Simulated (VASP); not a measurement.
# Ta3N (P-3m1) in VASP: a series of runs

Ta3N is run at these levels: LDA, PBEsol+U; tasks: single point.

Program: VASP 6.6.1. These are calculated values, not measurements. Logs are shortened: lines on timing, memory, paths and dates and some standing lists are left out, and cuts for length are marked.

### Step 1. The cell of the first run

Symmetry: P-3m1, No. 164, trigonal system. Conventional cell: a = 3.012 Å, b = 3.012 Å, c = 7.474 Å, α = 90.00°, β = 90.00°, γ = 120.00°. Within 3.2 Å of Ta (site symmetry 3m) lie 3 N at 2.17 Å and 12 Ta at 2.99 to 3.13 Å. Within 3.9 Å of Ta (site symmetry -3m) lie 12 Ta at 2.99 to 3.01 Å and 2 N at 3.74 Å. N (site symmetry -3m) has 6 Ta at 2.17 Å and 6 N at 3.01 Å within 3.1 Å.

### Step 2. Single point, LDA

Input file INCAR:

```
SYSTEM = Ta3N
PREC = Accurate
ENCUT = 700
EDIFF = 1E-6
ISMEAR = -1
SIGMA = 0.05
LREAL = .FALSE.
LASPH = .TRUE.
NELM = 120
ALGO = Normal
ISIF = 2
LWAVE = .FALSE.
LCHARG = .FALSE.
NBANDS = 30
GGA_COMPAT = .FALSE.
```

Input file KPOINTS:

```
Automatic mesh
0
G
  10 10 4
  0 0 0
```

Input file POSCAR:

```
Ta3N
1.0
    3.0118728781      0.0000000000      0.0000000000
   -1.5059364391      2.6083584255      0.0000000000
    0.0000000000      0.0000000000      7.4736379147
Ta N
3 1
Direct
    0.6666666667      0.3333333333      0.8260700000
    0.3333333333      0.6666666667      0.1739300000
    0.0000000000      0.0000000000      0.5000000000
    0.0000000000      0.0000000000      0.0000000000
```

Potentials or basis: VASP PAW LDA potentials, release 64 (Ta_sv_GW, N).

On the command line:

```sh
$ cat potpaw_LDA.64/Ta_sv_GW/POTCAR potpaw_LDA.64/N/POTCAR > POTCAR
$ mpirun -np 1 vasp_std > vasp.out
```

OUTCAR:

```text
SYSTEM = Ta3N
   PREC = Accurate
   ENCUT = 700
   EDIFF = 1E-6
   ISMEAR = -1
   LREAL = .FALSE.
   LASPH = .TRUE.
   NELM = 120
   ISIF = 2

 ion  position               nearest neighbor table
   1  0.667  0.333  0.826-   4 2.17   4 2.17   4 2.17   3 2.99   3 2.99   3 2.99   2 3.13   2 3.13
                             2 3.13
   2  0.333  0.667  0.174-   4 2.17   4 2.17   4 2.17   3 2.99   3 2.99   3 2.99   1 3.13   1 3.13
                             1 3.13
   3  0.000  0.000  0.500-   1 2.99   2 2.99   1 2.99   2 2.99   1 2.99   2 2.99
   4  0.000  0.000  0.000-   1 2.17   2 2.17   1 2.17   2 2.17   1 2.17   2 2.17

  LATTYP: Found a hexagonal cell.
 ALAT       =     3.0118728781
 C/A-ratio  =     2.4813922158

  Lattice vectors:

 A1 = (   3.0118728781,   0.0000000000,   0.0000000000)
 A2 = (  -1.5059364391,   2.6083584255,   0.0000000000)
 A3 = (   0.0000000000,   0.0000000000,   7.4736379147)

Analysis of symmetry for initial positions (statically):
=====================================================================
 Subroutine PRICEL returns:
 Original cell was already a primitive cell.

 Routine SETGRP: Setting up the symmetry group for a
 hexagonal supercell.

 Subroutine GETGRP returns: Found 12 space group operations
 (whereof 12 operations were pure point group operations)
 out of a pool of 24 trial point group operations.

The static configuration has the point symmetry D_3d.

Analysis of symmetry for dynamics (positions and initial velocities):
=====================================================================
 Subroutine PRICEL returns:
 Original cell was already a primitive cell.

 Routine SETGRP: Setting up the symmetry group for a
 hexagonal supercell.

 Subroutine GETGRP returns: Found 12 space group operations
 (whereof 12 operations were pure point group operations)
 out of a pool of 24 trial point group operations.

The dynamic configuration has the point symmetry D_3d.

 Subroutine INISYM returns: Found 12 space group operations
 (whereof 12 operations are pure point group operations),
 and found     1 'primitive' translations

----------------------------------------------------------------------------------------

                                     Primitive cell

  volume of cell :      58.7132

  direct lattice vectors                    reciprocal lattice vectors
     3.011872878  0.000000000  0.000000000     0.332019325  0.191691447  0.000000000
    -1.505936439  2.608358426  0.000000000     0.000000000  0.383382893  0.000000000
     0.000000000  0.000000000  7.473637915     0.000000000  0.000000000  0.133803646

  length of vectors
     3.011872878  3.011872878  7.473637915     0.383382893  0.383382893  0.133803646

  position of ions in fractional coordinates (direct lattice)
     0.666666667  0.333333333  0.826070000
     0.333333333  0.666666667  0.173930000
     0.000000000  0.000000000  0.500000000
     0.000000000  0.000000000  0.000000000

  ion indices of the primitive-cell ions
   primitive index   ion index
                 1           1
                 2           2
                 3           3
                 4           4

----------------------------------------------------------------------------------------

 KPOINTS: Automatic mesh

Automatic generation of k-mesh.
 Grid dimensions read from file:
 generate k-points for:   10   10    4

 Generating k-lattice:

  Cartesian coordinates                     Fractional coordinates (reciprocal lattice)
     0.033201933  0.019169145  0.000000000     0.100000000  0.000000000  0.000000000
     0.000000000  0.038338289  0.000000000     0.000000000  0.100000000  0.000000000
     0.000000000  0.000000000  0.033450911     0.000000000  0.000000000  0.250000000

  Length of vectors
     0.038338289  0.038338289  0.033450911

  Shift w.r.t. Gamma in fractional coordinates (k-lattice)
     0.000000000  0.000000000  0.000000000

 Subroutine IBZKPT returns following result:
 ===========================================

 Found     50 irreducible k-points:

 Following reciprocal coordinates:
            Coordinates               Weight
  0.000000  0.000000  0.000000      1.000000
  0.100000  0.000000  0.000000      6.000000
  0.200000  0.000000  0.000000      6.000000
  0.300000  0.000000  0.000000      6.000000
  0.400000  0.000000  0.000000      6.000000
  0.500000  0.000000  0.000000      3.000000
[... 16 lines left out ...]
  0.000000  0.400000  0.250000      6.000000
  0.500000  0.000000  0.250000      6.000000
 [... further k-points ...]
   k-points           NKPTS =     50   k-points in BZ     NKDIM =     50   number of bands    NBANDS=     30
   number of dos      NEDOS =    301   number of ions     NIONS =      4
   total plane-waves  NPLWV =  50176
   dimension x,y,z NGX =    28 NGY =   28 NGZ =   64
   dimension x,y,z NGXF=    56 NGYF=   56 NGZF=  128
   ions per type =               3   1
   NGX,Y,Z   is equivalent  to a cutoff of  15.46, 15.46, 14.24 a.u.
   NGXF,Y,Z  is equivalent  to a cutoff of  30.91, 30.91, 28.47 a.u.
 SYSTEM =  Ta3N
   PREC   = accura    normal or accurate (medium, high low for compatibility)
   ISTART =      0    job   : 0-new  1-cont  2-samecut
   ICHARG =      2    charge: 1-file 2-atom 10-const
   ISPIN  =      1    spin polarized calculation?
   LNONCOLLINEAR =      F non collinear calculations
   LSORBIT =      F    spin-orbit coupling
   LASPH  =      T    aspherical Exc in radial PAW
   ENCUT  =  700.0 eV  51.45 Ry    7.17 a.u.   6.50  6.50 16.12*2*pi/ulx,y,z
   NELM   =    120;   NELMIN=  2; NELMDL= -5     # of ELM steps
   EDIFF  = 0.1E-05   stopping-criterion for ELM
   LREAL  =      F    real-space projection
[... 7 lines left out ...]
   TEBEG  =    0.0;   TEEND  =   0.0 temperature during run
   PSTRESS=    0.0 pullay stress
   NELECT =      44.0000    total number of electrons
   NUPDOWN=      -1.0000    fix difference up-down
   EMIN   =  10.00;   EMAX   =-10.00  energy-range for DOS
   EFERMI =   0.00;   METHOD = LEGACY
   ISMEAR =    -1;   SIGMA  =   0.05  broadening in eV -4-tet -1-fermi 0-gaus
   EFERMI_NEDOS =   21; number of points for ismear=-14 and -15
   IALGO  =     38    algorithm
   IMIX   =      4    mixing-type and parameters
     AMIX     =   0.40;   BMIX     =  1.00
     AMIX_MAG =   1.60;   BMIX_MAG =  1.00
  volume/ion in A,a.u.               =      14.68        99.05
  Fermi-wavevector in a.u.,A,eV,Ry     =   1.487009  2.810040 30.085164  2.211197
  Thomas-Fermi vector in A             =   2.600224
   LORBIT       =      0    0 simple, 1 ext, 2 COOP (PROOUT), +10 PAW based schemes
   GGA     = CA    functional components
   LHFCALC =     F    Hartree Fock is set to
   AEXX    =    0.0000 exact exchange contribution
   IVDW    =     0    specifies the selected vdW correction
   LEPSILON=     F    determine dielectric tensor
   LRPA    =     F    only Hartree local field effects (RPA)
 non-spin polarized calculation
  energy-cutoff  :      700.00
  volume of cell :       58.71
 maximum number of plane-waves:      2529
 NGX is ok and might be reduce to    28
   NGX = 13   NGY = 13   NGZ = 33

 number of electron      44.0000000 magnetization

 Free energy of the ion-electron system (eV)
  ---------------------------------------------------
  ext. energy  EPLUGINS =         0.00000000
  ---------------------------------------------------
  free energy    TOTEN  =       -57.28552606 eV

  energy without entropy =      -57.26001757  energy(sigma->0) =      -57.27277182

 E-fermi :  11.1279     XC(G=0): -13.4185

 val. band max:       11.1250632839   @ k =   0.2000   0.2000   0.0000
 cond. band min:      11.1370663117   @ k =   0.2000   0.2000   0.2500
 fundamental gap:      0.0120030277
 Fermi energy:        11.1279225863

 k-point     1 :       0.0000    0.0000    0.0000
  band No.  band energies     occupation
      1     -56.7933      2.00000
      2     -56.7631      2.00000
      3     -56.2283      2.00000
      4     -23.8557      2.00000
      5     -23.5505      2.00000
      6     -23.1702      2.00000
[... 22 lines left out ...]
     29      13.3980      0.00000
     30      14.6663      0.00000

 k-point     2 :       0.1000    0.0000    0.0000
  band No.  band energies     occupation
      1     -56.7871      2.00000
      2     -56.7583      2.00000
      3     -56.2234      2.00000
      4     -23.8395      2.00000
      5     -23.5413      2.00000
      6     -23.2491      2.00000
[... 22 lines left out ...]
     29      13.8705      0.00000
     30      15.0623      0.00000

 k-point     3 :       0.2000    0.0000    0.0000
  band No.  band energies     occupation
      1     -56.7710      2.00000
      2     -56.7461      2.00000
      3     -56.2105      2.00000
      4     -23.8056      2.00000
      5     -23.5622      2.00000
      6     -23.4109      2.00000
[... 22 lines left out ...]
     29      14.6189      0.00000
     30      15.5298      0.00000

 k-point     4 :       0.3000    0.0000    0.0000
  band No.  band energies     occupation
      1     -56.7505      2.00000
      2     -56.7314      2.00000
      3     -56.1946      2.00000
      4     -23.8281      2.00000
      5     -23.7416      2.00000
      6     -23.5657      2.00000
[... 22 lines left out ...]
     29      15.2383      0.00000
     30      15.7673      0.00000

 k-point     5 :       0.4000    0.0000    0.0000
  band No.  band energies     occupation
      1     -56.7329      2.00000
      2     -56.7203      2.00000
      3     -56.1817      2.00000
      4     -23.9647      2.00000
      5     -23.9020      2.00000
      6     -23.6050      2.00000
[... 22 lines left out ...]
     29      15.8254      0.00000
     30      16.2222      0.00000
[... 526 lines left out ...]
     29      15.3609      0.00000
     30      15.8836      0.00000

 k-point    22 :       0.4000    0.0000    0.2500
  band No.  band energies     occupation
      1     -56.7330      2.00000
      2     -56.7202      2.00000
      3     -56.1817      2.00000
      4     -23.9710      2.00000
      5     -23.8785      2.00000
      6     -23.5761      2.00000
[... 22 lines left out ...]
     29      15.6072      0.00000
     30      15.6624      0.00000

 k-point    23 :       0.0000    0.4000    0.2500
  band No.  band energies     occupation
      1     -56.7327      2.00000
      2     -56.7205      2.00000
      3     -56.1816      2.00000
      4     -23.9820      2.00000
      5     -23.8887      2.00000
      6     -23.5952      2.00000
[... 22 lines left out ...]
     29      15.8540      0.00000
     30      16.3529      0.00000

 k-point    24 :       0.5000    0.0000    0.2500
  band No.  band energies     occupation
      1     -56.7258      2.00000
      2     -56.7165      2.00000
      3     -56.1767      2.00000
      4     -24.0471      2.00000
      5     -23.9458      2.00000
      6     -23.5807      2.00000
[... 22 lines left out ...]
     29      16.0691      0.00000
     30      16.8173      0.00000

 [... further k-points ...]
[... 5 lines left out ...]
  --------------------------------------------------------------------------------------
  -------------------------------------------------------------------------------------
  Total       -3.0637489     -3.0637489     -2.7273868      0.0000000     -0.0000000      0.0000000
  in kB      -83.6041408    -83.6041408    -74.4254320      0.0000000     -0.0000000      0.0000000
  external PRESSURE =     -80.5445712 kB  Pullay stress =       0.0000000 kB

 VOLUME and BASIS-vectors are now :
 -----------------------------------------------------------------------------
  energy-cutoff  :      700.00
  volume of cell :       58.71
      direct lattice vectors                 reciprocal lattice vectors
     3.011872878  0.000000000  0.000000000     0.332019325  0.191691447  0.000000000
    -1.505936439  2.608358426  0.000000000     0.000000000  0.383382893  0.000000000
     0.000000000  0.000000000  7.473637915     0.000000000  0.000000000  0.133803646

 POSITION                                       TOTAL-FORCE (eV/Angst)
 -----------------------------------------------------------------------------------
      1.50594      0.86945      6.17375         0.000000     -0.000000      0.363450
     -0.00000      1.73891      1.29989        -0.000000      0.000000     -0.363450
      0.00000      0.00000      3.73682         0.000000      0.000000      0.000000
      0.00000      0.00000      0.00000         0.000000      0.000000      0.000000
 -----------------------------------------------------------------------------------
    total drift:                                0.000000     -0.000000     -0.000000

  FREE ENERGIE OF THE ION-ELECTRON SYSTEM (eV)
  ---------------------------------------------------
  free  energy   TOTEN  =       -57.2855260630 eV

  energy  without entropy=      -57.2600175672  energy(sigma->0) =      -57.27277182
```

Run time: 2 min. Hardware: 1 thread of Intel Xeon Platinum 8488C (Sapphire Rapids), shared host; peak memory 0.26 GiB.

Results:

- Free energy: -57.2855 eV
- Pressure: -8.1 GPa
- Largest force: 0.363 eV/Å
- Band gap on the k mesh: zero (bands 22 and 23 overlap by 0.72 eV)

Forces on the atoms (eV/Å):
```
Ta   0.000  0.000  0.363
Ta   0.000  0.000 -0.363
Ta   0.000  0.000  0.000
N    0.000  0.000  0.000
```

Caveat: the cell stands under tension; spin-orbit coupling is left out, which moves the levels of the heavy elements.

[end of part 1 of 3]

The gap in the log of VASP goes by the Fermi energy; the results here count the filled bands.